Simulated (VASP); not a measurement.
# Mg4H in VASP: notebook

Mg4H is run at these levels: PBEsol; tasks: single point.

Everything below comes from runs of VASP 6.6.1. Logs are shortened: lines on timing, memory, paths and dates and some standing lists are left out, and cuts for length are marked.

## (1) The cell of the first run

The cell holds a slab with vacuum, 5 atoms: a = 3.188 Å, b = 5.108 Å, c = 19.136 Å, α = 90.00°, β = 90.00°, γ = 90.00°.

## (2) Single point, PBEsol

INCAR reads:

```
ALGO = Normal
DIPOL = 0.5 0.5 0.336
EDIFF = 1E-6
ENCUT = 520
GGA = PS
IDIPOL = 3
ISIF = 2
ISMEAR = 0
LASPH = True
LCHARG = True
LDIPOL = True
LELF = True
LREAL = False
LVACPOTAV = True
LVHAR = True
LWAVE = False
NBANDS = 12
NELM = 100
PREC = Accurate
SIGMA = 0.1
```

KPOINTS reads:

```
k-points
0
Gamma
  8 5 1
```

POSCAR reads:

```
Mg4H
1.0
    3.1881999939      0.0000000000      0.0000000000
    0.0000000000      5.1084658709      0.0000000000
    0.0000000000      0.0000000000     19.1358427726
Mg H
4 1
Direct
    0.0000000000      0.7500000000      0.2090318178
    0.5000000000      0.2500000000      0.2571276385
    0.5000000000      0.7500000000      0.3576109084
    0.0000000000      0.2500000000      0.3990335238
    0.0000000000      0.5000000000      0.4595355419
```

Potentials or basis: VASP PAW PBE potentials, release 64 (Mg, H).

The run is started by

```
> cat potpaw_PBE.64/Mg/POTCAR potpaw_PBE.64/H/POTCAR > POTCAR
> mpirun -np 1 vasp_std > vasp.out
```

OUTCAR:

```text
EDIFF = 1E-6
   ENCUT = 520
   GGA = PS
   ISIF = 2
   ISMEAR = 0
   LASPH = True
   LREAL = False
   NELM = 100
   PREC = Accurate

 ion  position               nearest neighbor table
   1  0.000  0.750  0.209-   2 3.15   2 3.15   2 3.15   2 3.15   3 3.26   3 3.26
   2  0.500  0.250  0.257-   1 3.15   1 3.15   1 3.15   1 3.15   4 3.15   4 3.15   3 3.20   3 3.20

   3  0.500  0.750  0.358-   4 3.11   4 3.11   4 3.11   4 3.11   2 3.20   2 3.20   1 3.26   1 3.26

   4  0.000  0.250  0.399-   5 1.72   3 3.11   3 3.11   3 3.11   3 3.11   2 3.15   2 3.15
   5  0.000  0.500  0.460-   4 1.72

  LATTYP: Found a simple orthorhombic cell.
 ALAT       =     3.1881999939
 B/A-ratio  =     1.6023040840
 C/A-ratio  =     6.0020835610

  Lattice vectors:

 A1 = (   3.1881999939,   0.0000000000,   0.0000000000)
 A2 = (   0.0000000000,   5.1084658709,   0.0000000000)
 A3 = (   0.0000000000,   0.0000000000,  19.1358427726)

Analysis of symmetry for initial positions (statically):
=====================================================================
 Subroutine PRICEL returns:
 Original cell was already a primitive cell.

 Routine SETGRP: Setting up the symmetry group for a
 simple orthorhombic supercell.

 Subroutine GETGRP returns: Found  2 space group operations
 (whereof  2 operations were pure point group operations)
 out of a pool of  8 trial point group operations.

The static configuration has the point symmetry C_1h.

Analysis of symmetry for dynamics (positions and initial velocities):
=====================================================================
 Subroutine PRICEL returns:
 Original cell was already a primitive cell.

 Routine SETGRP: Setting up the symmetry group for a
 simple orthorhombic supercell.

 Subroutine GETGRP returns: Found  2 space group operations
 (whereof  2 operations were pure point group operations)
 out of a pool of  8 trial point group operations.

The dynamic configuration has the point symmetry C_1h.

 Subroutine INISYM returns: Found  2 space group operations
 (whereof  2 operations are pure point group operations),
 and found     1 'primitive' translations

----------------------------------------------------------------------------------------

                                     Primitive cell

  volume of cell :     311.6619

  direct lattice vectors                    reciprocal lattice vectors
     3.188199994  0.000000000  0.000000000     0.313656609  0.000000000  0.000000000
     0.000000000  5.108465871  0.000000000     0.000000000  0.195753486  0.000000000
     0.000000000  0.000000000 19.135842773     0.000000000  0.000000000  0.052257954

  length of vectors
     3.188199994  5.108465871 19.135842773     0.313656609  0.195753486  0.052257954

  position of ions in fractional coordinates (direct lattice)
     0.000000000  0.750000000  0.209031818
     0.500000000  0.250000000  0.257127639
     0.500000000  0.750000000  0.357610908
     0.000000000  0.250000000  0.399033524
     0.000000000  0.500000000  0.459535542

  ion indices of the primitive-cell ions
   primitive index   ion index
                 1           1
                 2           2
                 3           3
                 4           4
                 5           5

----------------------------------------------------------------------------------------

 KPOINTS: k-points

Automatic generation of k-mesh.
 Grid dimensions read from file:
 generate k-points for:    8    5    1

 Generating k-lattice:

  Cartesian coordinates                     Fractional coordinates (reciprocal lattice)
     0.039207076  0.000000000  0.000000000     0.125000000  0.000000000  0.000000000
     0.000000000  0.039150697  0.000000000     0.000000000  0.200000000  0.000000000
     0.000000000  0.000000000  0.052257954     0.000000000  0.000000000  1.000000000

  Length of vectors
     0.039207076  0.039150697  0.052257954

  Shift w.r.t. Gamma in fractional coordinates (k-lattice)
     0.000000000  0.000000000  0.000000000

 Subroutine IBZKPT returns following result:
 ===========================================

 Found     15 irreducible k-points:

 Following reciprocal coordinates:
            Coordinates               Weight
  0.000000  0.000000  0.000000      1.000000
  0.125000  0.000000  0.000000      2.000000
  0.250000  0.000000  0.000000      2.000000
  0.375000  0.000000  0.000000      2.000000
  0.500000  0.000000  0.000000      1.000000
  0.000000  0.200000  0.000000      2.000000
  0.125000  0.200000  0.000000      4.000000
  0.250000  0.200000  0.000000      4.000000
  0.375000  0.200000  0.000000      4.000000
  0.500000  0.200000  0.000000      2.000000
  0.000000  0.400000  0.000000      2.000000
  0.125000  0.400000  0.000000      4.000000
  0.250000  0.400000  0.000000      4.000000
  0.375000  0.400000  0.000000      4.000000
  0.500000  0.400000  0.000000      2.000000
   k-points           NKPTS =     15   k-points in BZ     NKDIM =     15   number of bands    NBANDS=     12
   number of dos      NEDOS =    301   number of ions     NIONS =      5
   total plane-waves  NPLWV = 138240
   dimension x,y,z NGX =    24 NGY =   40 NGZ =  144
   dimension x,y,z NGXF=    48 NGYF=   80 NGZF=  288
   ions per type =               4   1
   NGX,Y,Z   is equivalent  to a cutoff of  12.51, 13.02, 12.51 a.u.
   NGXF,Y,Z  is equivalent  to a cutoff of  25.03, 26.03, 25.02 a.u.
 SYSTEM =  unknown system
   PREC   = accura    normal or accurate (medium, high low for compatibility)
   ISTART =      0    job   : 0-new  1-cont  2-samecut
   ICHARG =      2    charge: 1-file 2-atom 10-const
   ISPIN  =      1    spin polarized calculation?
   LNONCOLLINEAR =      F non collinear calculations
   LSORBIT =      F    spin-orbit coupling
   LASPH  =      T    aspherical Exc in radial PAW
   ENCUT  =  520.0 eV  38.22 Ry    6.18 a.u.   5.93  9.50 35.58*2*pi/ulx,y,z
   NELM   =    100;   NELMIN=  2; NELMDL= -5     # of ELM steps
   EDIFF  = 0.1E-05   stopping-criterion for ELM
   LREAL  =      F    real-space projection
   EDIFFG = 0.1E-04   stopping-criterion for IOM
   NSW    =      0    number of steps for IOM
   IBRION =     -1    ionic relax: 0-MD 1-quasi-New 2-CG
   NFREE  =      0    steps in history (QN), initial steepest desc. (CG)
   ISIF   =      2    stress and relaxation
   ISYM   =      2    0-nonsym 1-usesym 2-fastsym
   POTIM  = 0.5000    time-step for ionic-motion
   TEBEG  =    0.0;   TEEND  =   0.0 temperature during run
   PSTRESS=    0.0 pullay stress
   NELECT =       9.0000    total number of electrons
   NUPDOWN=      -1.0000    fix difference up-down
   EMIN   =  10.00;   EMAX   =-10.00  energy-range for DOS
   EFERMI =   0.00;   METHOD = LEGACY
   ISMEAR =     0;   SIGMA  =   0.10  broadening in eV -4-tet -1-fermi 0-gaus
   EFERMI_NEDOS =   21; number of points for ismear=-14 and -15
   IALGO  =     38    algorithm
   IMIX   =      4    mixing-type and parameters
     AMIX     =   0.40;   BMIX     =  1.00
     AMIX_MAG =   1.60;   BMIX_MAG =  1.00
  volume/ion in A,a.u.               =      62.33       420.64
  Fermi-wavevector in a.u.,A,eV,Ry     =   0.502259  0.949132  3.432262  0.252264
  Thomas-Fermi vector in A             =   1.511186
   LORBIT       =      0    0 simple, 1 ext, 2 COOP (PROOUT), +10 PAW based schemes
   GGA     = PS    functional components
   LHFCALC =     F    Hartree Fock is set to
   AEXX    =    0.0000 exact exchange contribution
   IVDW    =     0    specifies the selected vdW correction
   LEPSILON=     F    determine dielectric tensor
   LRPA    =     F    only Hartree local field effects (RPA)
 non-spin polarized calculation
 Gauss-broadening in eV      SIGMA  =   0.10
  energy-cutoff  :      520.00
  volume of cell :      311.66
 maximum number of plane-waves:      8432
 NGX is ok and might be reduce to    24
   NGX = 11   NGY = 19   NGZ = 71

 number of electron       9.0000000 magnetization

 dipolmoment           0.000000      0.000000      0.104279 electrons x Angstroem

 Free energy of the ion-electron system (eV)
  ---------------------------------------------------
  ext. energy  EPLUGINS =         0.00000000
  ---------------------------------------------------
  free energy    TOTEN  =        -8.32607844 eV

  energy without entropy =       -8.31758649  energy(sigma->0) =       -8.32183246

 E-fermi :  -2.1866     XC(G=0):  -3.4619

 val. band max:       -2.2360081028   @ k =   0.0000   0.0000   0.0000
 cond. band min:      -2.1134674042   @ k =   0.2500   0.0000   0.0000
 fundamental gap:      0.1225406985
 Fermi energy:        -2.1865960523

 k-point     1 :       0.0000    0.0000    0.0000
  band No.  band energies     occupation
      1      -8.3712      2.00000
      2      -6.6226      2.00000
      3      -4.3938      2.00000
      4      -2.9626      2.00000
      5      -2.2360      1.51532
      6      -1.7639      0.00000
      7      -0.6867      0.00000
      8       0.0564      0.00000
      9       1.0090      0.00000
     10       1.5312      0.00000
     11       2.3338      0.00000
     12       2.6399      0.00000

 k-point     2 :       0.1250    0.0000    0.0000
  band No.  band energies     occupation
      1      -8.1443      2.00000
      2      -6.4131      2.00000
      3      -4.2084      2.00000
      4      -2.7502      2.00000
      5      -2.0187      0.01757
      6      -1.5757      0.00000
      7      -0.4761      0.00000
      8       0.2051      0.00000
      9       1.1497      0.00000
     10       1.7361      0.00000
     11       2.4827      0.00000
     12       2.7603      0.00000

 k-point     3 :       0.2500    0.0000    0.0000
  band No.  band energies     occupation
      1      -7.4699      2.00000
      2      -5.8036      2.00000
      3      -3.6848      2.00000
      4      -2.1135      0.30104
      5      -1.4087      0.00000
      6      -1.1037      0.00000
      7      -0.3956      0.00000
      8       0.1616      0.00000
      9       1.2340      0.00000
     10       1.6346      0.00000
     11       2.1848      0.00000
     12       2.5541      0.00000

 k-point     4 :       0.3750    0.0000    0.0000
  band No.  band energies     occupation
      1      -6.3755      2.00000
      2      -4.9048      2.00000
      3      -3.1047      2.00000
      4      -2.5111      2.00000
      5      -1.0456      0.00000
      6      -0.9292      0.00000
      7      -0.1545      0.00000
      8       0.5285      0.00000
      9       1.1809      0.00000
     10       1.8114      0.00000
     11       2.2643      0.00000
     12       2.3707      0.00000

 k-point     5 :       0.5000    0.0000    0.0000
  band No.  band energies     occupation
      1      -5.2058      2.00000
      2      -4.6534      2.00000
      3      -3.8284      2.00000
      4      -2.6341      2.00000
      5      -1.3623      0.00000
      6       0.2973      0.00000
      7       0.3745      0.00000
      8       0.5749      0.00000
      9       0.9884      0.00000
     10       1.7190      0.00000
     11       1.7287      0.00000
     12       2.3959      0.00000
[... 93 lines left out ...]
      1      -7.2888      2.00000
      2      -6.2723      2.00000
      3      -5.4863      2.00000
      4      -4.2271      2.00000
      5      -2.8974      2.00000
      6      -1.4246      0.00000
      7       0.3025      0.00000
      8       1.5790      0.00000
      9       2.4180      0.00000
     10       2.6709      0.00000
     11       3.2212      0.00000
     12       3.4950      0.00000

 k-point    13 :       0.2500    0.4000    0.0000
  band No.  band energies     occupation
      1      -6.6364      2.00000
      2      -5.6468      2.00000
      3      -4.8720      2.00000
      4      -3.5980      2.00000
      5      -2.3367      1.96625
      6      -0.8160      0.00000
      7       0.4253      0.00000
      8       0.9486      0.00000
      9       1.7517      0.00000
     10       2.3335      0.00000
     11       2.5673      0.00000
     12       3.0842      0.00000

 k-point    14 :       0.3750    0.4000    0.0000
  band No.  band energies     occupation
      1      -5.6112      2.00000
      2      -4.6883      2.00000
      3      -3.9114      2.00000
      4      -2.6555      2.00000
      5      -1.9791      0.00334
      6      -1.1661      0.00000
      7      -0.5629      0.00000
      8       0.1558      0.00000
      9       0.5466      0.00000
     10       1.3178      0.00000
     11       2.1396      0.00000
     12       2.9197      0.00000

 k-point    15 :       0.5000    0.4000    0.0000
  band No.  band energies     occupation
      1      -4.7676      2.00000
      2      -3.7992      2.00000
      3      -3.3576      2.00000
      4      -2.8590      2.00000
      5      -2.4075      1.99821
      6      -1.3548      0.00000
      7      -0.9247      0.00000
      8      -0.4329      0.00000
      9       0.3176      0.00000
     10       1.2411      0.00000
     11       1.7728      0.00000
     12       2.2570      0.00000

------------------------ aborting loop because EDIFF is reached ----------------------------------------

  FORCE on cell =-STRESS in cart. coord.  units (eV):
  Direction    XX          YY          ZZ          XY          YZ          ZX
  --------------------------------------------------------------------------------------
  -------------------------------------------------------------------------------------
  Total       -0.5602597     -0.5757012     -0.6454734      0.0000000      1.0227292      0.0000000
  in kB       -2.8801578     -2.9595391     -3.3182211      0.0000000      5.2576008      0.0000000
  external PRESSURE =      -3.0526393 kB  Pullay stress =       0.0000000 kB

 VOLUME and BASIS-vectors are now :
 -----------------------------------------------------------------------------
  energy-cutoff  :      520.00
  volume of cell :      311.66
      direct lattice vectors                 reciprocal lattice vectors
     3.188199994  0.000000000  0.000000000     0.313656609  0.000000000  0.000000000
     0.000000000  5.108465871  0.000000000     0.000000000  0.195753486  0.000000000
     0.000000000  0.000000000 19.135842773     0.000000000  0.000000000  0.052257954

 POSITION                                       TOTAL-FORCE (eV/Angst)
 -----------------------------------------------------------------------------------
      0.00000      3.83135      4.00000         0.000000     -0.110467      0.183822
      1.59410      1.27712      4.92035         0.000000      0.121648     -0.084945
      1.59410      3.83135      6.84319         0.000000     -0.171735      0.246138
      0.00000      1.27712      7.63584         0.000000     -0.543866     -0.341957
      0.00000      2.55423      8.79360         0.000000      0.704420     -0.003058
 -----------------------------------------------------------------------------------
    total drift:                               -0.000000      0.000052     -0.000008

  FREE ENERGIE OF THE ION-ELECTRON SYSTEM (eV)
  ---------------------------------------------------
  free  energy   TOTEN  =        -8.3260784351 eV

  energy  without entropy=       -8.3175864916  energy(sigma->0) =       -8.32183246

 vacuum level on the upper side and lower side of the slab         2.629         1.471
```

Run time: 86 s. Hardware: 1 thread of Intel Xeon Platinum 8559C (Emerald Rapids), shared host; peak memory 0.35 GiB.

What came out:

| Property | Result |
| --- | --- |
| Free energy | -8.3261 eV |
| Largest force | 0.704 eV/Å |
| Band gap on the k mesh | zero (an odd number of electrons rules out a gap without spin polarisation) |

Forces on the atoms (eV/Å):
```
Mg   0.000 -0.110  0.184
Mg   0.000  0.122 -0.085
Mg   0.000 -0.172  0.246
Mg   0.000 -0.544 -0.342
H    0.000  0.704 -0.003
```

Levels at points of the mesh, in eV from the Fermi level:
```tsv
k point	band 3	band 4	band 5	band 6	band 7	band 8
(0.00, 0.00, 0.00)	-2.21	-0.78	-0.05	0.42	1.50	2.24
(0.50, 0.00, 0.00)	-1.64	-0.45	0.82	2.48	2.56	2.76
```

Caveat: the PAW data sets were made with another functional, which shifts forces and pressure a little.

## (3) Single point, PBEsol

INCAR reads:

```
SYSTEM = Mg4H
  PREC = Accurate
  ENCUT = 520
  EDIFF = 1E-6
  ISMEAR = 0
  SIGMA = 0.1
  LREAL = .False.
  LASPH = .True.
  NELM = 60
  ALGO = Normal
  ISIF = 2
  LWAVE = .False.
  LCHARG = .False.
  LDIPOL = .True.
  IDIPOL = 3
  DIPOL = 0.5 0.5 0.340
  GGA = PS
  NBANDS = 12
```

KPOINTS reads:

```
Automatic mesh
0
Gamma
  8 5 1
  0 0 0
```

Edit POSCAR of step 2 so:

```diff
@@ -12,2 +12,2 @@
     0.0000000000      0.2500000000      0.3990335238
-    0.0000000000      0.5000000000      0.4595355419
+    0.2500000000      0.2500000000      0.4792208623
```

Potentials or basis: VASP PAW PBE potentials, release 64 (Mg, H).

The run is started by

```
> cat potpaw_PBE.64/Mg/POTCAR potpaw_PBE.64/H/POTCAR > POTCAR
> mpirun -np 1 vasp_std > vasp.out
```

Run time: 67 s. Hardware: 1 thread of Intel Xeon Platinum 8559C (Emerald Rapids), shared host; peak memory 0.35 GiB.

It converged, with:

| Item | Value |
| --- | --- |
| Free energy | -8.1490 eV |
| Largest force | 0.576 eV/Å |
| Band gap on the k mesh | zero (an odd number of electrons rules out a gap without spin polarisation) |

Forces on the atoms (eV/Å):
```
Mg   0.026  0.000  0.282
Mg   0.055  0.000 -0.073
Mg  -0.033  0.000 -0.196
Mg  -0.575  0.000 -0.021
H    0.528  0.000  0.007
```

Levels at points of the mesh, in eV from the Fermi level:
| k point | band 1 | band 2 | band 3 | band 4 | band 5 | band 6 | band 7 | band 8 | band 9 |
| --- | --- | --- | --- | --- | --- | --- | --- | --- | --- |
| (0.00, 0.00, 0.00) | -6.15 | -4.27 | -2.25 | -0.80 | -0.19 | 0.34 | 1.23 | 2.02 | 3.11 |
| (0.50, 0.00, 0.00) | -2.75 | -2.45 | -1.60 | -0.32 | 0.49 | 2.44 | 2.57 | 2.74 | 3.02 |

Caveat: the PAW data sets were made with another functional, which shifts forces and pressure a little.

## (4) Single point, PBEsol

INCAR reads:

```
ALGO     = Normal         # electronic algorithm
DIPOL    = 0.5 0.5 0.333
EDIFF    = 1E-7           # SCF threshold, eV
ENCUT    = 520            # plane-wave cutoff, eV
GGA      = PS             # functional
IDIPOL   = 3            
ISIF     = 2              # what is computed and relaxed
ISMEAR   = 0              # smearing method
LASPH    = True           # aspherical terms in the spheres
LCHARG   = False          # write CHGCAR
LDIPOL   = True         
LREAL    = False          # projectors in reciprocal space
LWAVE    = False          # write WAVECAR
NBANDS   = 12             # bands
NELM     = 60             # most SCF steps
PREC     = Accurate       # precision mode
SIGMA    = 0.1            # smearing width, eV
```

KPOINTS reads:

```
k-points
0
Gamma
  8 5 1
```

Edit POSCAR of step 3 so:

```diff
@@ -12,2 +12,2 @@
     0.0000000000      0.2500000000      0.3990335238
-    0.2500000000      0.2500000000      0.4792208623
+    0.2500000000      0.7500000000      0.4424644197
```

The run is started by

```
> cat potpaw_PBE.64/Mg/POTCAR potpaw_PBE.64/H/POTCAR > POTCAR
> mpirun -np 1 vasp_std > vasp.out
```

It took 88 s on 1 thread of Intel Xeon Platinum 8559C (Emerald Rapids), shared host; peak memory 0.35 GiB.

It converged, with:

- Free energy: -8.3482 eV
- Largest force: 0.527 eV/Å
- Band gap on the k mesh: zero (an odd number of electrons rules out a gap without spin polarisation)

Forces in eV/Å, atoms in the order of the input:
```
Mg   0.000  0.000  0.194
Mg   0.076  0.000 -0.006
Mg   0.227  0.000 -0.283
Mg   0.223  0.000  0.090
H   -0.527  0.000  0.004
```

Levels at points of the mesh, in eV from the Fermi level:
```tsv
k point	band 3	band 4	band 5	band 6	band 7	band 8
(0.00, 0.00, 0.00)	-2.10	-0.83	-0.43	0.88	1.13	1.60
(0.50, 0.00, 0.00)	-1.69	-0.43	0.93	2.43	2.44	2.69
```

Caveat: the PAW data sets were made with another functional, which shifts forces and pressure a little.

(Part 1 of 2 ends here.)

The gap in the log of VASP goes by the Fermi energy; the results here count the filled bands.